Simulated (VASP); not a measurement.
# Co (Pm-3m) in VASP: notebook, part 2 of 2

VASP 6.6.1. Earlier steps stand in the parts before.

**3. Single point, PBEsol, collinear spin, ferromagnetic start (volume scaled by 1.12)**

INCAR reads:

```
SYSTEM = Co
  PREC = Accurate
  ENCUT = 520
  EDIFF = 1E-6
  ISMEAR = -1
  SIGMA = 0.05
  LREAL = .FALSE.
  LASPH = .TRUE.
  NELM = 150
  ALGO = Normal
  ISIF = 2
  LWAVE = .FALSE.
  LCHARG = .TRUE.
  ISPIN = 2
  MAGMOM = 1.754
  LORBIT = 11
  LMAXMIX = 4
  GGA = PS
  LELF = .TRUE.
  LVHAR = .TRUE.
  NBANDS = 14
```

KPOINTS reads:

```
regular mesh
0
G
  15 15 15
  0 0 0
```

POSCAR reads:

```
Co
1.0
    2.3839645418      0.0000000000      0.0000000000
    0.0000000000      2.3839645418      0.0000000000
    0.0000000000      0.0000000000      2.3839645418
Co
1
Direct
    0.0000000000      0.0000000000      0.0000000000
```

Potentials or basis: VASP PAW PBE potentials, release 64 (Co).

On the command line:

```
$ cat potpaw_PBE.64/Co/POTCAR > POTCAR
$ mpirun -np 1 vasp_std > vasp.out
```

OUTCAR:

```text
SYSTEM = Co
   PREC = Accurate
   ENCUT = 520
   EDIFF = 1E-6
   ISMEAR = -1
   LREAL = .FALSE.
   LASPH = .TRUE.
   NELM = 150
   ISIF = 2
   ISPIN = 2
   LORBIT = 11
   GGA = PS

 ion  position               nearest neighbor table
   1  0.000  0.000  0.000-

  LATTYP: Found a simple cubic cell.
 ALAT       =     2.3839645418

  Lattice vectors:

 A1 = (   2.3839645418,   0.0000000000,   0.0000000000)
 A2 = (   0.0000000000,   2.3839645418,   0.0000000000)
 A3 = (   0.0000000000,   0.0000000000,   2.3839645418)

Analysis of symmetry for initial positions (statically):
=====================================================================
 Subroutine PRICEL returns:
 Original cell was already a primitive cell.

 Routine SETGRP: Setting up the symmetry group for a
 simple cubic supercell.

 Subroutine GETGRP returns: Found 48 space group operations
 (whereof 48 operations were pure point group operations)
 out of a pool of 48 trial point group operations.

The static configuration has the point symmetry O_h .

Analysis of symmetry for dynamics (positions and initial velocities):
=====================================================================
 Subroutine PRICEL returns:
 Original cell was already a primitive cell.

 Routine SETGRP: Setting up the symmetry group for a
 simple cubic supercell.

 Subroutine GETGRP returns: Found 48 space group operations
 (whereof 48 operations were pure point group operations)
 out of a pool of 48 trial point group operations.

The dynamic configuration has the point symmetry O_h .

Analysis of structural, dynamic, and magnetic symmetry:
=====================================================================
 Subroutine PRICEL returns:
 Original cell was already a primitive cell.

 Routine SETGRP: Setting up the symmetry group for a
 simple cubic supercell.

 Subroutine GETGRP returns: Found 48 space group operations
 (whereof 48 operations were pure point group operations)
 out of a pool of 48 trial point group operations.

The overall configuration has the point symmetry O_h .

 Subroutine INISYM returns: Found 48 space group operations
[... 152 lines left out ...]
 k-point     1 :       0.0000    0.0000    0.0000
  band No.  band energies     occupation
      1      -0.4508      1.00000
      2       3.3801      1.00000
      3       3.3801      1.00000
      4       6.3109      1.00000
      5       6.3109      1.00000
      6       6.3109      1.00000
      7      25.6197      0.00000
      8      25.6197      0.00000
      9      25.6197      0.00000
     10      29.3387      0.00000
     11      29.3387      0.00000
     12      33.4319      0.00000
     13      44.0152      0.00000
     14      46.3577      0.00000
[... 379 lines left out ...]
      3       4.6949      1.00000
      4       5.5997      1.00000
      5       6.0464      1.00000
      6       6.1003      1.00000
      7      14.7758      0.00000
      8      21.9257      0.00000
      9      30.0302      0.00000
     10      30.8368      0.00000
     11      31.8120      0.00000
     12      39.1568      0.00000
     13      39.9629      0.00000
     14      41.6665      0.00000

 [... further k-points ...]

 spin component 2

 k-point     1 :       0.0000    0.0000    0.0000
  band No.  band energies     occupation
      1      -0.2609      1.00000
      2       4.7770      1.00000
      3       4.7770      1.00000
      4       8.6036      0.00000
      5       8.6036      0.00000
      6       8.6036      0.00000
      7      25.9912      0.00000
      8      25.9912      0.00000
      9      25.9912      0.00000
     10      29.7346      0.00000
     11      29.7346      0.00000
     12      33.5447      0.00000
     13      46.6048      0.00000
     14      46.6048      0.00000
[... 379 lines left out ...]
      3       6.1476      1.00000
      4       7.7186      0.01575
      5       7.7790      0.00476
      6       8.2975      0.00000
      7      15.4285      0.00000
      8      22.4016      0.00000
      9      30.4278      0.00000
     10      31.3272      0.00000
     11      31.9409      0.00000
     12      39.4255      0.00000
     13      40.3929      0.00000
     14      41.9411      0.00000

 [... further k-points ...]
[... 5 lines left out ...]
  --------------------------------------------------------------------------------------
  -------------------------------------------------------------------------------------
  Total       -1.2447176     -1.2447176     -1.2447176     -0.0000000     -0.0000000     -0.0000000
  in kB     -147.1912643   -147.1912643   -147.1912643     -0.0000000     -0.0000000     -0.0000000
  external PRESSURE =    -147.1912643 kB  Pullay stress =       0.0000000 kB

 VOLUME and BASIS-vectors are now :
 -----------------------------------------------------------------------------
  energy-cutoff  :      520.00
  volume of cell :       13.55
      direct lattice vectors                 reciprocal lattice vectors
     2.383964542  0.000000000  0.000000000     0.419469326  0.000000000  0.000000000
     0.000000000  2.383964542  0.000000000     0.000000000  0.419469326  0.000000000
     0.000000000  0.000000000  2.383964542     0.000000000  0.000000000  0.419469326

 POSITION                                       TOTAL-FORCE (eV/Angst)
 -----------------------------------------------------------------------------------
      0.00000      0.00000      0.00000         0.000000      0.000000      0.000000
 -----------------------------------------------------------------------------------
    total drift:                                0.000000      0.000000      0.000000

  FREE ENERGIE OF THE ION-ELECTRON SYSTEM (eV)
  ---------------------------------------------------
  free  energy   TOTEN  =        -6.8175454953 eV

  energy  without entropy=       -6.8037595195  energy(sigma->0) =       -6.81065251

 total charge

# of ion       s       p       d       tot
------------------------------------------
    1        0.475   0.373   7.230   8.078

 magnetization (x)

# of ion       s       p       d       tot
------------------------------------------
    1        0.004  -0.006   1.901   1.899
```

OSZICAR:

```text
N       E                     dE             d eps       ncg     rms          rms(c)
DAV:   1     0.280446138511E+02    0.28045E+02   -0.38166E+03  6854   0.726E+02
DAV:   2    -0.640194954425E+01   -0.34447E+02   -0.31983E+02  7638   0.140E+02
DAV:   3    -0.774459898349E+01   -0.13426E+01   -0.13268E+01  8046   0.290E+01
DAV:   4    -0.775810301631E+01   -0.13504E-01   -0.13500E-01  8256   0.272E+00
DAV:   5    -0.775847514023E+01   -0.37212E-03   -0.37210E-03  9124   0.407E-01    0.924E+00
DAV:   6    -0.714833347499E+01    0.61014E+00   -0.13770E+01  9210   0.418E+01    0.622E+00
DAV:   7    -0.682681582082E+01    0.32152E+00   -0.22863E+00  8862   0.156E+01    0.252E+00
DAV:   8    -0.682440858392E+01    0.24072E-02   -0.17823E-02  8282   0.838E-01    0.119E+00
DAV:   9    -0.681718787117E+01    0.72207E-02   -0.79287E-03  9470   0.623E-01    0.410E-01
DAV:  10    -0.681753685759E+01   -0.34899E-03   -0.14212E-03  8886   0.250E-01    0.107E-01
DAV:  11    -0.681753689514E+01   -0.37547E-07   -0.21864E-04  9042   0.133E-01    0.412E-02
DAV:  12    -0.681754313158E+01   -0.62364E-05   -0.40006E-06  8442   0.183E-02    0.217E-02
DAV:  13    -0.681754533092E+01   -0.21993E-05   -0.21174E-06  7338   0.988E-03    0.404E-03
DAV:  14    -0.681754549530E+01   -0.16438E-06   -0.38176E-07  4392   0.584E-03
   1 F= -.68175455E+01 E0= -.68106525E+01  d E =-.137860E-01  mag=     1.8920
```

stdout:

```text
POSCAR found type information on POSCAR Co
 POSCAR found :  1 types and       1 ions
 scaLAPACK will be used
 -----------------------------------------------------------------------------
|                                                                             |
|                                                                             |
|     You enforced a specific xc type in the INCAR file but a different       |
|     I HOPE YOU KNOW WHAT YOU ARE DOING!                                     |
|                                                                             |
 -----------------------------------------------------------------------------

 LDA part: xc-table for (Slater+PW92), standard interpolation
 POSCAR, INCAR and KPOINTS ok, starting setup
 FFT: planning ... GRIDC
 FFT: planning ... GRID_SOFT
 FFT: planning ... GRID
 WAVECAR not read
 entering main loop
```

Wall time 68 s (1 thread of Intel Xeon 8259CL, shared host); peak memory 0.15 GiB.

Results:

```
Free energy                                           : -6.8175 eV
Pressure                                              : -14.7 GPa
Net moment                                            : 1.89 μB per cell
Site moments                                          : Co +1.90 μB
Valence electrons inside the program's atomic spheres : Co 8.08
```

Caveat: the cell differs from its parent crystal (volume scaled by 1.12); the PAW data sets were made with another functional, which shifts forces and pressure a little.

**4. Relaxation of cell and atoms, PBEsol, collinear spin, ferromagnetic start**

This run uses another cell than the first one, of 11.96 Å³/atom, 0.915 times its volume.

INCAR reads:

```
SYSTEM = Co
PREC     = Accurate       ! precision mode
ENCUT    = 600            ! plane-wave cutoff, eV
EDIFF    = 1E-7           ! SCF threshold, eV
ISMEAR   = -1             ! smearing method
SIGMA    = 0.05           ! smearing width, eV
LREAL    = .FALSE.        ! projectors in reciprocal space
LASPH    = .TRUE.         ! aspherical terms in the spheres
NELM     = 150            ! most SCF steps
ALGO     = Normal         ! electronic algorithm
ISIF     = 3              ! what is computed and relaxed
LWAVE    = .FALSE.        ! write WAVECAR
LCHARG   = .FALSE.        ! write CHGCAR
ISPIN    = 2              ! spin polarisation
MAGMOM   = 1.7            ! initial moments
LORBIT   = 11             ! projections on sites
LMAXMIX  = 4              ! l up to which the mixer works
GGA      = PS             ! functional
IBRION   = 2              ! ionic algorithm
NSW      = 80             ! ionic steps
EDIFFG   = -0.01          ! ionic threshold
```

KPOINTS reads:

```
Automatic mesh
0
G
  14 14 14
  0 0 0
```

POSCAR reads:

```
Co
1.0
    2.2868488050      0.0000000000      0.0000000000
    0.0000000000      2.2868488050      0.0000000000
    0.0000000000      0.0000000000      2.2868488050
Co
1
Direct
    0.0000000000      0.0000000000      0.0000000000
```

Potentials or basis: VASP PAW PBE potentials, release 64 (Co).

On the command line:

```
$ cat potpaw_PBE.64/Co/POTCAR > POTCAR
$ mpirun -np 1 vasp_std > vasp.out
```

OUTCAR:

```text
SYSTEM = Co
   PREC = Accurate
   ENCUT = 600
   EDIFF = 1E-7
   ISMEAR = -1
   LREAL = .FALSE.
   LASPH = .TRUE.
   NELM = 150
   ISIF = 3
   ISPIN = 2
   LORBIT = 11
   GGA = PS
   IBRION = 2
   NSW = 80
   EDIFFG = -0.01

 ion  position               nearest neighbor table
   1  0.000  0.000  0.000-

  LATTYP: Found a simple cubic cell.
 ALAT       =     2.2868488050

  Lattice vectors:

 A1 = (   2.2868488050,   0.0000000000,   0.0000000000)
 A2 = (   0.0000000000,   2.2868488050,   0.0000000000)
 A3 = (   0.0000000000,   0.0000000000,   2.2868488050)
[... 828 lines left out ...]
  -------------------------------------------------------------------------------------
  Total       -0.0086927     -0.0086927     -0.0086927      0.0000000      0.0000000      0.0000000
  in kB       -1.1595196     -1.1595196     -1.1595196      0.0000000      0.0000000      0.0000000
  external PRESSURE =      -1.1595196 kB  Pullay stress =       0.0000000 kB

 VOLUME and BASIS-vectors are now :
 -----------------------------------------------------------------------------
  energy-cutoff  :      600.00
  volume of cell :       12.01
      direct lattice vectors                 reciprocal lattice vectors
     2.290144719  0.000000000 -0.000000000     0.436653628  0.000000000  0.000000000
     0.000000000  2.290144719  0.000000000    -0.000000000  0.436653628 -0.000000000
    -0.000000000  0.000000000  2.290144719     0.000000000  0.000000000  0.436653628

 POSITION                                       TOTAL-FORCE (eV/Angst)
 -----------------------------------------------------------------------------------
      0.00000      0.00000      0.00000        -0.000000      0.000000      0.000000
 -----------------------------------------------------------------------------------
    total drift:                                0.000000      0.000000      0.000000

  FREE ENERGIE OF THE ION-ELECTRON SYSTEM (eV)
  ---------------------------------------------------
  free  energy   TOTEN  =        -6.8928320417 eV

  energy  without entropy=       -6.8781087578  energy(sigma->0) =       -6.88547040

 reached required accuracy - stopping structural energy minimisation

 total charge

# of ion       s       p       d       tot
------------------------------------------
    1        0.516   0.448   7.307   8.271

 magnetization (x)

# of ion       s       p       d       tot
------------------------------------------
    1        0.007   0.000   1.722   1.729
```

OSZICAR:

```text
N       E                     dE             d eps       ncg     rms          rms(c)
DAV:   1     0.229559538168E+02    0.22956E+02   -0.45982E+03  4344   0.130E+03
[... 17 lines left out ...]
DAV:   2    -0.689337727779E+01    0.16121E-02   -0.27360E-02  4569   0.248E+00    0.263E-01
DAV:   3    -0.689287545018E+01    0.50183E-03   -0.34987E-03  4556   0.951E-01    0.113E-01
DAV:   4    -0.689285201663E+01    0.23434E-04   -0.12600E-05  4706   0.486E-02    0.379E-02
DAV:   5    -0.689283103779E+01    0.20979E-04   -0.38965E-05  5417   0.588E-02    0.156E-02
DAV:   6    -0.689283182082E+01   -0.78303E-06   -0.16416E-06  5491   0.130E-02    0.444E-03
DAV:   7    -0.689283202341E+01   -0.20259E-06   -0.55456E-07  4390   0.111E-02    0.999E-04
DAV:   8    -0.689283204166E+01   -0.18252E-07   -0.68852E-09  2206   0.136E-03
   2 F= -.68928320E+01 E0= -.68854704E+01  d E =-.435469E-04  mag=     1.7329
```

CONTCAR:

```text
Co
   1.00000000000000
     2.2901447185513395    0.0000000000000000   -0.0000000000000000
     0.0000000000000000    2.2901447185513395    0.0000000000000000
    -0.0000000000000000    0.0000000000000000    2.2901447185513395
  Co
     1
Direct
     0.0000000000000000    0.0000000000000000    0.0000000000000000

  0.00000000E+00  0.00000000E+00  0.00000000E+00
```

Run time: 77 s. Hardware: 1 thread of Intel Xeon 8259CL, shared host; peak memory 0.15 GiB.

What came out:

```
Free energy                                           : -6.8928 eV
Relaxed volume                                        : 12.01 Å³/atom
Relaxed cell                                          : a = 2.290 Å, b = 2.290 Å, c = 2.290 Å, α = 90.00°, β = 90.00°, γ = 90.00°
Space group after relaxing (to 0.05 Å)                : Pm-3m (No. 221)
Energy gained by relaxing                             : 0.0 meV/atom
Ionic steps                                           : 2
Pressure after relaxing                               : -0.1 GPa
Net moment                                            : 1.73 μB per cell
Site moments                                          : Co +1.73 μB
Valence electrons inside the program's atomic spheres : Co 8.27
```

Final structure:
```xyz
1
Lattice="2.2901 0.0000 0.0000 0.0000 2.2901 0.0000 0.0000 0.0000 2.2901" Properties=species:S:1:pos:R:3 pbc="T T T"
Co    0.0000    0.0000    0.0000
```

Caveat: the PAW data sets were made with another functional, which shifts forces and pressure a little.

**5. Single point, PBEsol, collinear spin, ferromagnetic start**

This run uses another cell than the first one, of 12.10 Å³/atom, 0.926 times its volume.

INCAR reads:

```
SYSTEM = Co
  PREC = Accurate
  ENCUT = 520
  EDIFF = 1E-7
  ISMEAR = -1
  SIGMA = 0.05
  LREAL = .False.
  LASPH = .True.
  NELM = 150
  ALGO = Normal
  ISIF = 2
  LWAVE = .False.
  LCHARG = .True.
  ISPIN = 2
  MAGMOM = 1.771
  LORBIT = 11
  LMAXMIX = 4
  GGA = PS
  LELF = .True.
  LVHAR = .True.
  NBANDS = 14
```

KPOINTS reads:

```
Automatic mesh
0
Gamma
  22 22 22
  0 0 0
```

POSCAR reads:

```
Co
1.0
    2.2955871446      0.0000000000      0.0000000000
    0.0000000000      2.2955871446      0.0000000000
    0.0000000000      0.0000000000      2.2955871446
Co
1
Direct
    0.0000000000      0.0000000000      0.0000000000
```

On the command line:

```
$ cat potpaw_PBE.64/Co/POTCAR > POTCAR
$ mpirun -np 1 vasp_std > vasp.out
```

Wall time 3 min (1 thread of Intel Xeon 8259CL, shared host); peak memory 0.2 GiB.

Results (log left out):

* Free energy: -6.8951 eV
* Pressure: -1.2 GPa
* Net moment: 1.74 μB per cell
* Site moments: Co +1.74 μB
* Valence electrons inside the program's atomic spheres: Co 8.26

Levels at points of the mesh, in eV from the Fermi level:
Spin up:
| k point | band 1 | band 2 | band 3 | band 4 | band 5 | band 6 | band 7 | band 8 | band 9 | band 10 |
| --- | --- | --- | --- | --- | --- | --- | --- | --- | --- | --- |
| (0.00, 0.00, 0.00) | -8.57 | -4.47 | -4.47 | -0.92 | -0.92 | -0.92 | 19.54 | 19.54 | 19.54 | 23.55 |
| (0.50, 0.00, 0.00) | -4.57 | -3.98 | -2.14 | -2.14 | -1.51 | -0.82 | 3.86 | 23.88 | 26.73 | 27.30 |
| (0.50, 0.50, 0.00) | -5.33 | -3.51 | -1.89 | -1.89 | 0.21 | 5.03 | 5.03 | 11.21 | 12.11 | 30.96 |
| (0.50, 0.50, 0.50) | -4.30 | -4.30 | -4.30 | 0.28 | 0.28 | 12.06 | 12.06 | 12.06 | 13.19 | 17.12 |
Spin down:
| k point | band 1 | band 2 | band 3 | band 4 | band 5 | band 6 | band 7 | band 8 |
| --- | --- | --- | --- | --- | --- | --- | --- | --- |
| (0.00, 0.00, 0.00) | -8.37 | -3.21 | -3.21 | 1.21 | 1.21 | 1.21 | 19.91 | 19.91 |
| (0.50, 0.00, 0.00) | -3.75 | -2.65 | -1.40 | -0.16 | -0.16 | 1.33 | 4.99 | 23.85 |
| (0.50, 0.50, 0.00) | -3.99 | -2.24 | 0.13 | 0.13 | 1.86 | 5.28 | 5.28 | 11.94 |
| (0.50, 0.50, 0.50) | -2.71 | -2.71 | -2.71 | 1.93 | 1.93 | 12.48 | 12.48 | 12.48 |

Caveat: the PAW data sets were made with another functional, which shifts forces and pressure a little.

**6. Summary**

```csv
task,cell,k mesh,cutoff (eV),gap on the mesh (eV),pressure (GPa),moment (μB)
single point,"a = 2.355 Å, 1 atom",15 × 15 × 15,520,none,-10.8,1.87
single point,"a = 2.384 Å, 1 atom",15 × 15 × 15,520,none,-14.7,1.89
relaxation of cell and atoms,"relaxed from a = 2.287 Å, 1 atom",14 × 14 × 14,600,none,-0.1,1.73
single point,"a = 2.296 Å, 1 atom",22 × 22 × 22,520,none,-1.2,1.74
```

Alike in all rows: level PBEsol; potentials or basis VASP PAW PBE potentials, release 64 (Co); spin collinear, ferromagnetic start; smearing fermi-dirac 0.05 eV.

Caveats: the PAW data sets were made with another functional, which shifts forces and pressure a little.

Absolute energies hang on the potentials; compare differences alone.
